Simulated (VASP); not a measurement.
# SrO (Fm-3m) in VASP: further runs, part 2 of 2

VASP 6.6.1. Earlier steps stand in the parts before.

**4. Single point, HF**

This run uses another cell than the first one, of 17.80 Å³/atom.

POSCAR reads:

```
SrO
1.0
    0.0000000000      2.6108859567      2.6108859567
    2.6108859567      0.0000000000      2.6108859567
    2.6108859567      2.6108859567      0.0000000000
Sr O
1 1
Direct
    0.5000000000      0.5000000000      0.5000000000
    0.0000000000      0.0000000000      0.0000000000
```

INCAR.step1 reads:

```
PREC     = Accurate       # precision mode
ENCUT    = 520            # plane-wave cutoff, eV
EDIFF    = 1E-5           # SCF threshold, eV
ISMEAR   = -1             # smearing method
SIGMA    = 0.05           # smearing width, eV
LREAL    = F              # projectors in reciprocal space
LASPH    = T              # aspherical terms in the spheres
NELM     = 80             # most SCF steps
ALGO     = Normal         # electronic algorithm
ISIF     = 2              # what is computed and relaxed
LWAVE    = T              # write WAVECAR
LCHARG   = F              # write CHGCAR
GGA      = PE             # functional
NBANDS   = 15             # bands
```

INCAR.step2 reads:

```
PREC     = Accurate       # precision mode
ENCUT    = 520            # plane-wave cutoff, eV
EDIFF    = 1E-6           # SCF threshold, eV
ISMEAR   = -1             # smearing method
SIGMA    = 0.05           # smearing width, eV
LREAL    = F              # projectors in reciprocal space
LASPH    = T              # aspherical terms in the spheres
NELM     = 80             # most SCF steps
ALGO     = Normal         # electronic algorithm
ISIF     = 2              # what is computed and relaxed
LWAVE    = F              # write WAVECAR
LCHARG   = F              # write CHGCAR
GGA      = PE             # functional
LHFCALC  = T              # exact exchange
AEXX     = 1.0            # exact-exchange fraction
ALDAC    = 0.0          
AGGAC    = 0.0          
PRECFOCK = Normal       
ISTART   = 1            
NBANDS   = 15             # bands
```

KPOINTS reads:

```
regular mesh
0
Gamma
  5 5 5
```

Started as:

```sh
> cat potpaw_PBE.64/Sr_sv/POTCAR potpaw_PBE.64/O/POTCAR > POTCAR
> cp INCAR.step1 INCAR
> mpirun -np 1 vasp_std > vasp.out
> cp INCAR.step2 INCAR
> mpirun -np 1 vasp_std > vasp.out
```

Run time: 39 min. Hardware: 1 thread of AMD EPYC 7R43 (Zen 3), shared host; peak memory 0.17 GiB.

It converged, with:

```yaml
Free_energy: -21.3818 eV
Pressure: 0.0 GPa
Band_gap_on_the_k_mesh: 13.02 eV (least direct gap 13.18 eV)
```

Levels at points of the mesh, in eV from the valence-band top:
| k point | band 4 | band 5 | band 6 | band 7 | band 8 | band 9 | band 10 | band 11 | band 12 | band 13 |
| --- | --- | --- | --- | --- | --- | --- | --- | --- | --- | --- |
| (0.00, 0.00, 0.00) | -16.38 | -16.38 | 0.00 | 0.00 | 0.00 | 13.21 | 16.29 | 16.29 | 16.29 | 18.82 |

Caveat: the PAW data sets were made with another functional, which shifts forces and pressure a little; an odd mesh through Γ misses points on the zone boundary, where band edges can lie.

**5. Single point, revPBE+D3(BJ), non-collinear spin, zero start, spin-orbit coupling**

INCAR reads:

```
PREC = Accurate
ENCUT = 520
EDIFF = 1E-6
ISMEAR = -5
SIGMA = 0.05
LREAL = F
LASPH = T
NELM = 150
ALGO = Normal
ISIF = 2
LWAVE = F
LCHARG = F
LNONCOLLINEAR = T
MAGMOM = 0 0 0 0 0 0
LORBIT = 11
LSORBIT = T
GGA_COMPAT = F
LORBMOM = T
GGA = RE
IVDW = 12
NBANDS = 28
```

KPOINTS reads:

```
regular mesh
0
Gamma
  9 9 9
```

POSCAR reads:

```
SrO
1.0
    0.0000000000      2.5663000000      2.5663000000
    2.5663000000      0.0000000000      2.5663000000
    2.5663000000      2.5663000000      0.0000000000
Sr O
1 1
Direct
    0.5000000000      0.5000000000      0.5000000000
    0.0000000000      0.0000000000      0.0000000000
```

Started as:

```sh
> cat potpaw_PBE.64/Sr_sv/POTCAR potpaw_PBE.64/O/POTCAR > POTCAR
> mpirun -np 1 vasp_ncl > vasp.out
```

Wall time 4.6 min (1 thread of Intel Xeon 8259CL, shared host); peak memory 0.28 GiB.

The run converged. Its results:

| Item | Value |
| --- | --- |
| Free energy | -12.3944 eV |
| Pressure | 1.8 GPa |
| Net moment | 0.00 μB per cell |
| Valence electrons inside the program's atomic spheres | Sr 8.13; O 4.99 |
| Dispersion energy per atom | -0.444 eV |

Moments on the atoms (μB; x, y, z):
```
Sr  0.00 0.00 0.00
O   0.00 0.00 0.00
```

Caveat: the PAW data sets were made with another functional, which shifts forces and pressure a little.

**6. Single point, PBE-based screened hybrid with 25 % exact exchange**

POSCAR is that of step 5.

INCAR.step1 reads:

```
SYSTEM = SrO
ALGO = Normal
EDIFF = 1E-5
ENCUT = 520
GGA = PE
ISIF = 2
ISMEAR = -1
LASPH = .True.
LCHARG = .False.
LREAL = .False.
LWAVE = .True.
NBANDS = 15
NELM = 80
PREC = Accurate
SIGMA = 0.05
```

INCAR.step2 reads:

```
SYSTEM = SrO
AEXX = 0.25
ALGO = Normal
EDIFF = 1E-6
ENCUT = 520
GGA = PE
HFSCREEN = 0.3
ISIF = 2
ISMEAR = -1
ISTART = 1
LASPH = .True.
LCHARG = .False.
LHFCALC = .True.
LREAL = .False.
LWAVE = .False.
NBANDS = 15
NELM = 80
PREC = Accurate
PRECFOCK = Normal
SIGMA = 0.05
```

KPOINTS reads:

```
k-points
0
Gamma
  5 5 5
  0 0 0
```

Potentials or basis: VASP PAW PBE potentials, release 64 (Sr_sv, O).

Started as:

```sh
> cat potpaw_PBE.64/Sr_sv/POTCAR potpaw_PBE.64/O/POTCAR > POTCAR
> cp INCAR.step1 INCAR
> mpirun -np 1 vasp_std > vasp.out
> cp INCAR.step2 INCAR
> mpirun -np 1 vasp_std > vasp.out
```

Wall time 53 min (1 thread of Intel Xeon 8259CL, shared host); peak memory 0.28 GiB.

It converged, with:

| Property | Result |
| --- | --- |
| Free energy | -13.9368 eV |
| Pressure | 1.8 GPa |
| Band gap on the k mesh | 4.69 eV (least direct gap 4.81 eV) |

Levels at points of the mesh, in eV from the valence-band top:
| k point | band 5 | band 6 | band 7 | band 8 | band 9 | band 10 | band 11 | band 12 |
| --- | --- | --- | --- | --- | --- | --- | --- | --- |
| (0.00, 0.00, 0.00) | -14.62 | 0.00 | 0.00 | 0.00 | 5.28 | 7.62 | 7.62 | 7.62 |

Caveat: the k points lie up to 0.42 Å⁻¹ apart; the PAW data sets were made with another functional, which shifts forces and pressure a little; an odd mesh through Γ misses points on the zone boundary, where band edges can lie.

**7. Summary**

| level | spin | cell | k mesh | smearing | grid for exact exchange (PRECFOCK) | share of exact exchange | screening parameter | gap on the mesh (eV) | pressure (GPa) |
| --- | --- | --- | --- | --- | --- | --- | --- | --- | --- |
| r2SCAN50 | off | a = 3.629 Å, angles 60.0°, 2 atoms | 5 × 5 × 5 | fermi-dirac 0.05 eV | Normal | 0.5 | - | 8.15 | -0.7 |
| HF | off | a = 3.629 Å, angles 60.0°, 2 atoms | 5 × 5 × 5 | fermi-dirac 0.05 eV | Normal | 1 | - | 13.09 | 5.5 |
| HF | off | a = 3.692 Å, angles 60.0°, 2 atoms | 5 × 5 × 5 | fermi-dirac 0.05 eV | Normal | 1 | - | 13.02 | 0.0 |
| revPBE+D3(BJ) | non-collinear, zero start, SOC | a = 3.629 Å, angles 60.0°, 2 atoms | 9 × 9 × 9 | tetrahedron | - | - | - | - | 1.8 |
| PBE-based screened hybrid with 25 % exact exchange | off | a = 3.629 Å, angles 60.0°, 2 atoms | 5 × 5 × 5 | fermi-dirac 0.05 eV | Normal | 0.25 | 0.3 1/Å | 4.69 | 1.8 |

Alike in all rows: task single point; potentials or basis VASP PAW PBE potentials, release 64 (Sr_sv, O); cutoff (eV) 520.

Caveats: some runs use coarse meshes; the PAW data sets were made with another functional, which shifts forces and pressure a little; an odd mesh through Γ misses points on the zone boundary, where band edges can lie (at least some runs).

Absolute energies hang on the potentials; compare differences alone.
